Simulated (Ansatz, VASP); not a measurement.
**Two plane-wave programs on MgTiCd**

Contents of INCAR:

```
PREC = Accurate
ENCUT = 600
EDIFF = 1E-6
ISMEAR = 0
SIGMA = 0.1
LREAL = False
LASPH = True
NELM = 80
ALGO = Normal
ISIF = 3
LWAVE = False
LCHARG = False
GGA = PE
IBRION = 2
NSW = 90
EDIFFG = -0.04
```

The input KPOINTS:

```
Automatic mesh
0
Gamma
  6 6 4
```

Contents of POSCAR:

```
MgTiCd
1.0
    3.9976186600      0.0000000000      0.0000000000
   -1.9988093300      3.4620393200      0.0000000000
    0.0000000000      0.0000000000      4.0694402900
Mg Ti Cd
1 1 1
Direct
    0.3333333300      0.6666666700      0.5000000000
    0.0000000000      0.0000000000      0.5000000000
    0.6666666700      0.3333333300      0.0000000000
```

Input for Ansatz:

```yaml
crystal:
  lattice:
    - [3.99761866, 0.0, 0.0]
    - [-1.99880933, 3.46203932, 0.0]
    - [0.0, 0.0, 4.06944029]
  atoms:
    - { symbol: Mg, position: [0.33333333, 0.66666667, 0.5] }
    - { symbol: Ti, position: [0.0, 0.0, 0.5] }
    - { symbol: Cd, position: [0.66666667, 0.33333333, 0.0] }
basis:
  ecutwfc: 420
kpoints:
  mp_grid: { grid: [6, 6, 4] }
hamiltonian:
  xc: pbe
scf:
  occupations: { method: gaussian, width: 0.1 }
  lower_state_search: "off"
output:
  forces: true
  stress: true
  eigenvalues: true
relax:
  adjacent_minimum: "off"
  f_tol: 0.04
  max_steps: 70
  cell: { stress_tol: 0.4 }
```

Change from the starting cell: species swapped into the CeSiNi type (P-6m2, No. 187).

Alike in both runs: task relaxation of cell and atoms; functional PBE; k mesh 6 × 6 × 4; occupations gaussian, width 0.1 eV; no spin polarisation.

```csv
,VASP,Ansatz
version,VASP 6.6.1,Ansatz 0.2.0
potentials or method,"VASP PAW PBE potentials, release 64 (Mg, Ti_sv, Cd), cutoff 600 eV","scalar-relativistic, plane waves, PAW"
valence electrons in the cell,26,42
```

```csv
,VASP,Ansatz,Ansatz less VASP
"gap on the k mesh at the Fermi level, each at its own relaxed structure (eV)",none,none,-
relaxed volume (Å³/atom),19.98,20.02,+0.033
relaxed cell length with the largest relative difference (Å),2.879,2.886,+0.0066
```

A gap of «none» marks a metal or a gap that the smearing closes. VASP's potentials hold 26 valence electrons a cell and Ansatz's 42, so a difference there can come from the potentials and not from the codes.

The k mesh is coarse, so the values compare programs but aren't converged.
